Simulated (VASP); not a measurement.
CdF2: single point with r2SCAN

Crystal: CdF2.

```
CELL_PARAMETERS angstrom
0.00000 2.69400 2.69400
2.69400 0.00000 2.69400
2.69400 2.69400 0.00000
ATOMIC_POSITIONS crystal
Cd 0.01624 0.98376 0.01624
F 0.25000 0.25000 0.25000
F 0.75000 0.75000 0.75000
```

This cell differs from its parent crystal: all Cd atoms moved +0.087 Å, as atom 1 along Cartesian [0 1 0].

| Property | Result |
| --- | --- |
| Program | VASP 6.6.1 |
| Task | single point |
| Functional | r2SCAN |
| Potentials or basis | VASP PAW PBE potentials, release 64 (Cd, F) |
| Cutoff | 520 eV |
| k mesh | 8 × 8 × 8 |
| Occupations | gaussian, width 0.05 eV |
| Spin | no spin polarisation |

```
Pressure               : 1.5 GPa
Largest force          : 0.518 eV/Å
Band gap on the k mesh : 3.74 eV (least direct gap 4.25 eV)
```

Forces on the atoms (eV/Å):
```
Cd   0.000 -0.518  0.000
F    0.000  0.259  0.000
F    0.000  0.259  0.000
```

Stress tensor (GPa, compression positive):
```
1.60 0.00 0.00
0.00 1.23 0.00
0.00 0.00 1.60
```

Levels at points of the mesh, in eV from the valence-band top:
| k point | band 11 | band 12 | band 13 | band 14 | band 15 | band 16 |
| --- | --- | --- | --- | --- | --- | --- |
| (0.00, 0.00, 0.00) | -0.52 | -0.52 | -0.51 | 3.74 | 13.60 | 13.63 |
| (0.50, 0.00, 0.00) | -1.85 | -0.41 | -0.41 | 7.97 | 9.69 | 15.60 |
| (0.50, 0.50, 0.00) | -0.52 | -0.12 | -0.09 | 8.86 | 10.55 | 12.15 |
| (0.50, 0.00, 0.50) | -0.50 | -0.11 | -0.11 | 8.87 | 10.53 | 12.18 |

Run time: 91 s on 1 thread of Intel(R) Xeon(R) 6975P-C (Granite Rapids) (shared host), peak memory 0.18 GiB.

Caveat: the cell differs from its parent crystal (all Cd atoms moved +0.087 Å, as atom 1 along Cartesian [0 1 0]); the PAW data sets were made with another functional, which shifts forces and pressure a little. A k mesh can miss the band edges.
